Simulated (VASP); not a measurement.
# BN (Cmcm) in VASP: a series of runs

Runs on BN. Level: LDA. Tasks: single point, relaxation of the atoms.

Program: VASP 6.6.1. These are calculated values, not measurements. Logs are shortened: lines on timing, memory, paths and dates and some standing lists are left out, and cuts for length are marked.

### Step 1. The cell of the first run

Symmetry: Cmcm, No. 63, orthorhombic system. Conventional cell: a = 2.306 Å, b = 4.310 Å, c = 5.781 Å, α = 90.00°, β = 90.00°, γ = 90.00°. B (site symmetry m2m) has 3 N at 1.37 to 1.41 Å within 1.8 Å. N (site symmetry m2m) has 3 B at 1.37 to 1.41 Å within 1.8 Å.

### Step 2. Single point, LDA (normal strain along x -0.0733, normal strain along z -0.1100)

Contents of INCAR:

```
  ALGO = Normal
  EDIFF = 1E-7
  ENCUT = 520
  GGA = CA
  ISIF = 2
  ISMEAR = 0
  LASPH = T
  LCHARG = F
  LREAL = F
  LWAVE = F
  NBANDS = 16
  NELM = 60
  PREC = Accurate
  SIGMA = 0.05
```

Contents of KPOINTS:

```
k-points
0
Gamma
  12 12 4
```

Contents of POSCAR:

```
BN
1.0
    2.3059555345      0.0000000000      0.0000000000
   -1.1529777672      2.1549757989      0.0000000000
    0.0000000000      0.0000000000      5.7807916289
B N
2 2
Direct
    0.3255789368      0.6511578736      0.2500000000
    0.6744210632      0.3488421264      0.7500000000
    0.3479587630      0.6959175260      0.7500000000
    0.6520412370      0.3040824740      0.2500000000
```

Potentials or basis: VASP PAW LDA potentials, release 64 (B, N).

Started as:

```sh
$ cat potpaw_LDA.64/B/POTCAR potpaw_LDA.64/N/POTCAR > POTCAR
$ mpirun -np 1 vasp_std > vasp.out
```

OUTCAR:

```text
EDIFF = 1E-7
   ENCUT = 520
   GGA = CA
   ISIF = 2
   ISMEAR = 0
   LASPH = T
   LREAL = F
   NELM = 60
   PREC = Accurate

 ion  position               nearest neighbor table
   1  0.326  0.651  0.250-   4 1.37   4 1.37   4 1.41
   2  0.674  0.349  0.750-   3 1.37   3 1.37   3 1.41
   3  0.348  0.696  0.750-   2 1.37   2 1.37   2 1.41
   4  0.652  0.304  0.250-   1 1.37   1 1.37   1 1.41

  LATTYP: Found a base centered orthorhombic cell.
 ALAT       =     2.3059555345
 B/A-ratio  =     1.8690523444
 C/A-ratio  =     2.5068964004

  Lattice vectors:

 A1 = (   1.1529777672,  -2.1549757989,   0.0000000000)
 A2 = (   1.1529777673,   2.1549757989,   0.0000000000)
 A3 = (   0.0000000000,   0.0000000000,   5.7807916289)

Analysis of symmetry for initial positions (statically):
=====================================================================
 Subroutine PRICEL returns:
 Original cell was already a primitive cell.

 Routine SETGRP: Setting up the symmetry group for a
 base centered orthorhombic supercell.

 Subroutine GETGRP returns: Found  8 space group operations
 (whereof  4 operations were pure point group operations)
 out of a pool of  8 trial point group operations.

The static configuration has the point symmetry C_2h.
 The point group associated with its full space group is D_2h.

Analysis of symmetry for dynamics (positions and initial velocities):
=====================================================================
 Subroutine PRICEL returns:
 Original cell was already a primitive cell.

 Routine SETGRP: Setting up the symmetry group for a
 base centered orthorhombic supercell.

 Subroutine GETGRP returns: Found  8 space group operations
 (whereof  4 operations were pure point group operations)
 out of a pool of  8 trial point group operations.

The dynamic configuration has the point symmetry C_2h.
 The point group associated with its full space group is D_2h.

 Subroutine INISYM returns: Found  8 space group operations
 (whereof  4 operations are pure point group operations),
 and found     1 'primitive' translations

----------------------------------------------------------------------------------------

                                     Primitive cell

  volume of cell :      28.7264

  direct lattice vectors                    reciprocal lattice vectors
     2.305955534  0.000000000  0.000000000     0.433659706  0.232021167  0.000000000
    -1.152977767  2.154975799  0.000000000     0.000000000  0.464042334  0.000000000
     0.000000000  0.000000000  5.780791629     0.000000000  0.000000000  0.172986688

  length of vectors
     2.305955534  2.444029138  5.780791629     0.491827778  0.464042334  0.172986688

  position of ions in fractional coordinates (direct lattice)
     0.325578937  0.651157874  0.250000000
     0.674421063  0.348842126  0.750000000
     0.347958763  0.695917526  0.750000000
     0.652041237  0.304082474  0.250000000

  ion indices of the primitive-cell ions
   primitive index   ion index
                 1           1
                 2           2
                 3           3
                 4           4

----------------------------------------------------------------------------------------

 KPOINTS: k-points

Automatic generation of k-mesh.
 Grid dimensions read from file:
 generate k-points for:   12   12    4

 Generating k-lattice:

  Cartesian coordinates                     Fractional coordinates (reciprocal lattice)
     0.036138309  0.019335097  0.000000000     0.083333333 -0.000000000  0.000000000
     0.000000000  0.038670195  0.000000000     0.000000000  0.083333333  0.000000000
     0.000000000  0.000000000  0.043246672     0.000000000  0.000000000  0.250000000

  Length of vectors
     0.040985648  0.038670195  0.043246672

  Shift w.r.t. Gamma in fractional coordinates (k-lattice)
     0.000000000  0.000000000  0.000000000

 Subroutine IBZKPT returns following result:
 ===========================================

 Found    129 irreducible k-points:

 Following reciprocal coordinates:
            Coordinates               Weight
  0.000000  0.000000  0.000000      1.000000
  0.083333  0.000000  0.000000      4.000000
  0.166667  0.000000  0.000000      4.000000
  0.250000 -0.000000  0.000000      4.000000
  0.333333  0.000000  0.000000      4.000000
  0.416667  0.000000  0.000000      4.000000
[... 16 lines left out ...]
  0.333333  0.166667  0.000000      4.000000
  0.416667  0.166667  0.000000      4.000000
 [... further k-points ...]
   k-points           NKPTS =    129   k-points in BZ     NKDIM =    129   number of bands    NBANDS=     16
   number of dos      NEDOS =    301   number of ions     NIONS =      4
   total plane-waves  NPLWV =  15552
   dimension x,y,z NGX =    18 NGY =   18 NGZ =   48
   dimension x,y,z NGXF=    36 NGYF=   36 NGZF=   96
   ions per type =               2   2
   NGX,Y,Z   is equivalent  to a cutoff of  12.98, 12.24, 13.80 a.u.
   NGXF,Y,Z  is equivalent  to a cutoff of  25.95, 24.49, 27.61 a.u.
 SYSTEM =  unknown system
   PREC   = accura    normal or accurate (medium, high low for compatibility)
   ISTART =      0    job   : 0-new  1-cont  2-samecut
   ICHARG =      2    charge: 1-file 2-atom 10-const
   ISPIN  =      1    spin polarized calculation?
   LNONCOLLINEAR =      F non collinear calculations
   LSORBIT =      F    spin-orbit coupling
   LASPH  =      T    aspherical Exc in radial PAW
   ENCUT  =  520.0 eV  38.22 Ry    6.18 a.u.   4.29  4.54 10.75*2*pi/ulx,y,z
   NELM   =     60;   NELMIN=  2; NELMDL= -5     # of ELM steps
   EDIFF  = 0.1E-06   stopping-criterion for ELM
   LREAL  =      F    real-space projection
   EDIFFG = 0.1E-05   stopping-criterion for IOM
   NSW    =      0    number of steps for IOM
   IBRION =     -1    ionic relax: 0-MD 1-quasi-New 2-CG
   NFREE  =      0    steps in history (QN), initial steepest desc. (CG)
   ISIF   =      2    stress and relaxation
   ISYM   =      2    0-nonsym 1-usesym 2-fastsym
   POTIM  = 0.5000    time-step for ionic-motion
   TEBEG  =    0.0;   TEEND  =   0.0 temperature during run
   PSTRESS=    0.0 pullay stress
   NELECT =      16.0000    total number of electrons
   NUPDOWN=      -1.0000    fix difference up-down
   EMIN   =  10.00;   EMAX   =-10.00  energy-range for DOS
   EFERMI =   0.00;   METHOD = LEGACY
   ISMEAR =     0;   SIGMA  =   0.05  broadening in eV -4-tet -1-fermi 0-gaus
   EFERMI_NEDOS =   21; number of points for ismear=-14 and -15
   IALGO  =     38    algorithm
   IMIX   =      4    mixing-type and parameters
     AMIX     =   0.40;   BMIX     =  1.00
     AMIX_MAG =   1.60;   BMIX_MAG =  1.00
  volume/ion in A,a.u.               =       7.18        48.46
  Fermi-wavevector in a.u.,A,eV,Ry     =   1.346960  2.545385 24.685057  1.814301
  Thomas-Fermi vector in A             =   2.474749
   LORBIT       =      0    0 simple, 1 ext, 2 COOP (PROOUT), +10 PAW based schemes
   GGA     = CA    functional components
   LHFCALC =     F    Hartree Fock is set to
   AEXX    =    0.0000 exact exchange contribution
   IVDW    =     0    specifies the selected vdW correction
   LEPSILON=     F    determine dielectric tensor
   LRPA    =     F    only Hartree local field effects (RPA)
 non-spin polarized calculation
 Gauss-broadening in eV      SIGMA  =   0.05
  energy-cutoff  :      520.00
  volume of cell :       28.73
 maximum number of plane-waves:       802
 NGX is ok and might be reduce to    18
   NGX =  9   NGY =  9   NGZ = 21

 number of electron      15.9999996 magnetization

 Free energy of the ion-electron system (eV)
  ---------------------------------------------------
  ext. energy  EPLUGINS =         0.00000000
  ---------------------------------------------------
  free energy    TOTEN  =       -37.88500797 eV

  energy without entropy =      -37.88500797  energy(sigma->0) =      -37.88500797

 E-fermi :   4.5143     XC(G=0): -11.6937

 val. band max:        4.2832625467   @ k =   0.4167   0.2500   0.0000
 cond. band min:       7.8756519086   @ k =   0.0000   0.5000   0.2500
 fundamental gap:      3.5923893619
 Fermi energy:         4.5142717537

 k-point     1 :       0.0000    0.0000    0.0000
  band No.  band energies     occupation
      1     -14.5926      2.00000
      2     -13.7957      2.00000
      3      -3.7243      2.00000
      4       0.2189      2.00000
      5       2.2034      2.00000
      6       2.3364      2.00000
[... 8 lines left out ...]
     15      18.4302      0.00000
     16      20.0315      0.00000

 k-point     2 :       0.0833    0.0000    0.0000
  band No.  band energies     occupation
      1     -14.4324      2.00000
      2     -13.6466      2.00000
      3      -3.5051      2.00000
      4       0.4084      2.00000
      5       1.8885      2.00000
      6       2.0238      2.00000
[... 8 lines left out ...]
     15      17.8352      0.00000
     16      20.5254      0.00000

 k-point     3 :       0.1667    0.0000    0.0000
  band No.  band energies     occupation
      1     -13.9578      2.00000
      2     -13.2064      2.00000
      3      -2.8538      2.00000
      4       0.9584      2.00000
      5       0.9643      2.00000
      6       1.0925      2.00000
[... 8 lines left out ...]
     15      19.1612      0.00000
     16      21.7035      0.00000

 k-point     4 :       0.2500   -0.0000    0.0000
  band No.  band energies     occupation
      1     -13.1921      2.00000
      2     -12.5011      2.00000
      3      -1.7944      2.00000
      4      -0.8334      2.00000
      5      -0.6347      2.00000
      6       0.5860      2.00000
[... 8 lines left out ...]
     15      21.5941      0.00000
     16      22.0255      0.00000

 k-point     5 :       0.3333    0.0000    0.0000
  band No.  band energies     occupation
      1     -12.1939      2.00000
      2     -11.6011      2.00000
      3      -2.8581      2.00000
      4      -2.6063      2.00000
      5      -0.3886      2.00000
      6      -0.1699      2.00000
[... 8 lines left out ...]
     15      21.3253      0.00000
     16      24.1785      0.00000

 k-point     6 :       0.4167    0.0000    0.0000
  band No.  band energies     occupation
      1     -11.1288      2.00000
      2     -10.7148      2.00000
      3      -4.5319      2.00000
      4      -4.2967      2.00000
      5      -0.6495      2.00000
      6      -0.4590      2.00000
[... 8 lines left out ...]
     15      20.4567      0.00000
     16      25.6727      0.00000
[... 267 lines left out ...]
 k-point    21 :       0.1667    0.1667    0.0000
  band No.  band energies     occupation
      1     -12.9167      2.00000
      2     -12.2628      2.00000
      3      -1.8074      2.00000
      4      -1.6451      2.00000
      5      -1.3546      2.00000
      6       0.3117      2.00000
[... 8 lines left out ...]
     15      20.6593      0.00000
     16      22.0144      0.00000

 k-point    22 :       0.2500    0.1667    0.0000
  band No.  band energies     occupation
      1     -11.9781      2.00000
      2     -11.4216      2.00000
      3      -2.8360      2.00000
      4      -2.8135      2.00000
      5      -1.0870      2.00000
      6      -0.9848      2.00000
[... 8 lines left out ...]
     15      21.5916      0.00000
     16      24.1585      0.00000

 k-point    23 :       0.3333    0.1667    0.0000
  band No.  band energies     occupation
      1     -10.9531      2.00000
      2     -10.5592      2.00000
      3      -4.2155      2.00000
      4      -4.0212      2.00000
      5      -1.8591      2.00000
      6      -1.7010      2.00000
[... 8 lines left out ...]
     15      21.1511      0.00000
     16      24.8893      0.00000

 k-point    24 :       0.4167    0.1667    0.0000
  band No.  band energies     occupation
      1     -10.2678      2.00000
      2     -10.1076      2.00000
      3      -5.0122      2.00000
      4      -4.8110      2.00000
      5      -2.0253      2.00000
      6      -1.8342      2.00000
[... 8 lines left out ...]
     15      20.1268      0.00000
     16      24.4113      0.00000

 [... further k-points ...]

------------------------ aborting loop because EDIFF is reached ----------------------------------------

  FORCE on cell =-STRESS in cart. coord.  units (eV):
  Direction    XX          YY          ZZ          XY          YZ          ZX
  --------------------------------------------------------------------------------------
  -------------------------------------------------------------------------------------
  Total       16.6052538      4.5217952      1.2959931      0.0000000     -0.0000000      0.0000000
  in kB      926.1374784    252.1975278     72.2824094      0.0000000     -0.0000000      0.0000000
  external PRESSURE =     416.8724719 kB  Pullay stress =       0.0000000 kB

 VOLUME and BASIS-vectors are now :
 -----------------------------------------------------------------------------
  energy-cutoff  :      520.00
  volume of cell :       28.73
      direct lattice vectors                 reciprocal lattice vectors
     2.305955534  0.000000000  0.000000000     0.433659706  0.232021167  0.000000000
    -1.152977767  2.154975799  0.000000000     0.000000000  0.464042334  0.000000000
     0.000000000  0.000000000  5.780791629     0.000000000  0.000000000  0.172986688

 POSITION                                       TOTAL-FORCE (eV/Angst)
 -----------------------------------------------------------------------------------
      0.00000      1.40323      1.44520         0.000000      0.004643     -0.000000
      1.15298      0.75175      4.33559        -0.000000     -0.004643      0.000000
      0.00000      1.49969      4.33559         0.000000      0.004985      0.000000
      1.15298      0.65529      1.44520        -0.000000     -0.004985     -0.000000
 -----------------------------------------------------------------------------------
    total drift:                                0.000000     -0.000000     -0.000000

  FREE ENERGIE OF THE ION-ELECTRON SYSTEM (eV)
  ---------------------------------------------------
  free  energy   TOTEN  =       -37.8850079676 eV

  energy  without entropy=      -37.8850079676  energy(sigma->0) =      -37.88500797
```

Wall time 28 s (1 thread of AMD EPYC 9R45 (Zen 5), shared host); peak memory 0.13 GiB.

What came out:

- Free energy: -37.8850 eV
- Pressure: 41.7 GPa
- Largest force: 0.005 eV/Å
- Band gap on the k mesh: 3.59 eV, indirect (least direct gap 4.22 eV)

Forces on the atoms (eV/Å):
```
B    0.000  0.005  0.000
B    0.000 -0.005  0.000
N    0.000  0.005  0.000
N    0.000 -0.005  0.000
```

Levels at points of the mesh, in eV from the valence-band top:
| k point | band 4 | band 5 | band 6 | band 7 | band 8 | band 9 | band 10 | band 11 | band 12 | band 13 |
| --- | --- | --- | --- | --- | --- | --- | --- | --- | --- | --- |
| (0.00, 0.00, 0.00) | -4.06 | -2.08 | -1.95 | -0.69 | -0.59 | 5.93 | 11.26 | 11.99 | 12.23 | 12.77 |
| (0.50, 0.00, 0.00) | -9.37 | -5.10 | -4.90 | -2.18 | -0.20 | 4.02 | 6.63 | 10.11 | 10.14 | 13.64 |
| (0.00, 0.50, 0.00) | -9.80 | -3.48 | -3.31 | -2.78 | -0.97 | 3.66 | 5.90 | 11.38 | 12.78 | 13.10 |
| (0.00, 0.00, 0.50) | -6.30 | -2.01 | -2.01 | -0.64 | -0.64 | 9.30 | 9.30 | 11.72 | 11.72 | 12.89 |
| (0.50, 0.00, 0.50) | -9.47 | -5.00 | -5.00 | -1.10 | -1.10 | 4.76 | 4.76 | 10.38 | 10.38 | 14.67 |
| (0.00, 0.50, 0.50) | -9.89 | -3.40 | -3.40 | -1.70 | -1.70 | 4.07 | 4.07 | 12.89 | 12.89 | 14.65 |

Caveat: the cell differs from its parent crystal (normal strain along x -0.0733, normal strain along z -0.1100).

### Step 3. Single point, LDA (normal strain along x -0.0367, normal strain along z -0.1100)

Contents of INCAR:

```
SYSTEM = BN
PREC     = Accurate       ! precision mode
ENCUT    = 520            ! plane-wave cutoff, eV
EDIFF    = 1E-6           ! SCF threshold, eV
ISMEAR   = 0              ! smearing method
SIGMA    = 0.05           ! smearing width, eV
LREAL    = .FALSE.        ! projectors in reciprocal space
LASPH    = .TRUE.         ! aspherical terms in the spheres
NELM     = 60             ! most SCF steps
ALGO     = Normal         ! electronic algorithm
ISIF     = 2              ! what is computed and relaxed
LWAVE    = .FALSE.        ! write WAVECAR
LCHARG   = .FALSE.        ! write CHGCAR
GGA      = CA             ! functional
NBANDS   = 16             ! bands
```

Contents of KPOINTS:

```
regular mesh
0
G
  12 12 4
  0 0 0
```

Contents of POSCAR:

```
BN
1.0
    2.3970292072      0.0000000000      0.0000000000
   -1.1985146036      2.1549757989      0.0000000000
    0.0000000000      0.0000000000      5.7807916289
B N
2 2
Direct
    0.3284786793      0.6569573585      0.2500000000
    0.6715213207      0.3430426415      0.7500000000
    0.3412816591      0.6825633182      0.7500000000
    0.6587183409      0.3174366818      0.2500000000
```

Potentials or basis: VASP PAW LDA potentials, release 64 (B, N).

Started as:

```sh
$ cat potpaw_LDA.64/B/POTCAR potpaw_LDA.64/N/POTCAR > POTCAR
$ mpirun -np 1 vasp_std > vasp.out
```

It took 25 s on 1 thread of AMD EPYC 9R45 (Zen 5), shared host; peak memory 0.13 GiB.

It converged, with:

```yaml
Free_energy: -38.3621 eV
Pressure: 20.7 GPa
Largest_force: 0.005 eV/Å
Band_gap_on_the_k_mesh: 3.80 eV, indirect (least direct gap 4.16 eV)
```

Forces on the atoms (eV/Å):
```
B    0.000  0.005  0.000
B    0.000 -0.005  0.000
N    0.000  0.004  0.000
N    0.000 -0.004  0.000
```

Stress tensor (GPa, compression positive):
```
43.21  0.00  0.00
 0.00 12.14  0.00
 0.00  0.00  6.76
```

Levels at points of the mesh, in eV from the valence-band top:
```
           k point  band 4  band 5  band 6  band 7  band 8  band 9  band 10  band 11  band 12  band 13
(0.00, 0.00, 0.00)   -3.63   -1.71   -1.57   -1.13   -1.02    6.08    11.38    11.89    11.99    12.05
(0.50, 0.00, 0.00)   -9.14   -4.71   -4.50   -2.20   -0.21    3.95     6.47     9.97     9.99    13.41
(0.00, 0.50, 0.00)   -9.34   -3.97   -3.78   -2.48   -0.59    3.84     6.15    10.75    11.24    13.16
(0.00, 0.00, 0.50)   -5.90   -1.64   -1.64   -1.07   -1.07    9.36     9.36    11.66    11.66    12.19
(0.50, 0.00, 0.50)   -9.25   -4.61   -4.61   -1.08   -1.08    4.61     4.61    10.25    10.25    14.44
(0.00, 0.50, 0.50)   -9.45   -3.88   -3.88   -1.37   -1.37    4.32     4.32    11.46    11.46    14.43
```

Caveat: the cell differs from its parent crystal (normal strain along x -0.0367, normal strain along z -0.1100). A k mesh can miss the band edges.

(Part 1 of 2 ends here.)
